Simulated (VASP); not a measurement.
Wanted: the native input for a VASP 6.6.1 run.

| Item | Value |
| --- | --- |
| Task | single point |
| Functional | PBEsol |
| Potentials or basis | VASP PAW PBE potentials, release 64 (Ag, Cl) |
| Cutoff | 520 eV |
| k mesh | 9 × 9 × 8 |
| Occupations | fermi-dirac, width 0.03 eV |
| Spin | no spin polarisation |
| Dipole correction | no |
| Further INCAR settings | ALGO = Normal; EDIFF = 1e-06; NBANDS = 26 |

The structure of AgCl lies in POSCAR:

```
AgCl
1.0
    1.8147824119     -5.3898973787      0.0000000000
    1.8147824119      5.3898973787      0.0000000000
    0.0000000000      0.0000000000      3.9240373500
Ag Cl
2 2
Direct
    0.3965554000      0.6034446000      0.7500000000
    0.6034446000      0.3965554000      0.2500000000
    0.8654487300      0.1345512700      0.2500000000
    0.1345512700      0.8654487300      0.7500000000
```

This cell differs from its parent crystal: equal xx and yy strain of -3 %.

These files were run (other wordings do the same):

INCAR

```
SYSTEM = AgCl
PREC = Accurate
ENCUT = 520
EDIFF = 1E-6
ISMEAR = -1
SIGMA = 0.03
LREAL = .FALSE.
LASPH = .TRUE.
NELM = 60
ALGO = Normal
ISIF = 2
LWAVE = .FALSE.
LCHARG = .FALSE.
GGA = PS
NBANDS = 26
```

KPOINTS

```
regular mesh
0
G
  9 9 8
  0 0 0
```

Potentials or basis: VASP PAW PBE potentials, release 64 (Ag, Cl).

Run with:

```sh
$ cat potpaw_PBE.64/Ag/POTCAR potpaw_PBE.64/Cl/POTCAR > POTCAR
$ mpirun -np 1 vasp_std > vasp.out
```

Results of the run:

The pressure is 0.1 GPa. The largest force is 0.059 eV/Å and the band gap on the k mesh is 0.35 eV (least direct gap 1.88 eV).

Caveat: the cell differs from its parent crystal (equal xx and yy strain of -3 %); semilocal functionals underestimate gaps, and a narrow one can read as zero; the PAW data sets were made with another functional, which shifts forces and pressure a little.

Wall time 3.3 min on 1 thread of Intel(R) Xeon(R) Platinum 8124M CPU @ 3.00GHz (Skylake/Cascade Lake) (shared host), peak memory 0.36 GiB.
